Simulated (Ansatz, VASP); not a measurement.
**Sc3Al in VASP and in Ansatz**

File POSCAR:

```
Sc3Al
1.0
    4.5597114747      0.0000000000      0.0000000000
    0.0000000000      4.5597114747      0.0000000000
    0.0000000000      0.0000000000      4.5597114747
Sc Al
3 1
Direct
    0.5000000000      0.0000000000      0.5000000000
    0.0000000000      0.5000000000      0.5000000000
    0.5000000000      0.5000000000      0.0000000000
    0.0000000000      0.0000000000      0.0000000000
```

INCAR.step1

```
PREC = Accurate ; ENCUT = 520
ISMEAR = 0 ; SIGMA = 0.15
LREAL = F ; LASPH = T
NELM = 80 ; NBANDS = 26
GGA = PE ; ALGO = Normal
EDIFF = 1E-4 ; LWAVE = T
LCHARG = F
```

The input INCAR.step2:

```
PREC = Accurate ; ENCUT = 520
EDIFF = 1E-6 ; ISMEAR = 0
SIGMA = 0.15 ; LREAL = F
LASPH = T ; NELM = 80
ALGO = Normal ; ISIF = 2
LWAVE = F ; LCHARG = F
METAGGA = R2SCAN ; LMIXTAU = T
NBANDS = 26 ; ISTART = 1
```

File KPOINTS:

```
regular mesh
0
Gamma
  12 12 12
```

Input for Ansatz:

```yaml
crystal:
  lattice:
    - [4.5597114747, 0.0, 0.0]
    - [0.0, 4.5597114747, 0.0]
    - [0.0, 0.0, 4.5597114747]
  atoms:
    - { symbol: Sc, position: [0.5, 0.0, 0.5] }
    - { symbol: Sc, position: [0.0, 0.5, 0.5] }
    - { symbol: Sc, position: [0.5, 0.5, 0.0] }
    - { symbol: Al, position: [0.0, 0.0, 0.0] }
basis:
  ecutwfc: 500
kpoints:
  mp_grid: { grid: [12, 12, 12] }
hamiltonian:
  xc: r2scan
scf:
  occupations: { method: gaussian, width: 0.15 }
output:
  forces: true
  stress: true
  eigenvalues: true
```

Change from the starting cell: strain +0.030 along x and y, +0.030 along z, atoms carried along.

Alike in both runs: task single point; functional r2SCAN; k mesh 12 × 12 × 12; occupations gaussian, width 0.15 eV; no spin polarisation.

```csv
,VASP,Ansatz
version,VASP 6.6.1,Ansatz 0.2.0
potentials or method,"VASP PAW PBE potentials, release 64 (Sc_sv, Al), cutoff 520 eV","scalar-relativistic, plane waves, PAW"
valence electrons in the cell,36,36
```

VASP gave:

| Item | Value |
| --- | --- |
| gap on the k mesh at the Fermi level (eV) | none |
| pressure (GPa) | -4.8 |

Question: Which values does Ansatz return?

Answer: gap on the k mesh at the Fermi level (eV): none; pressure (GPa): -4.9.

VASP's potentials were made for PBE, not for r2SCAN. A gap of «none» marks a metal or a gap that the smearing closes.
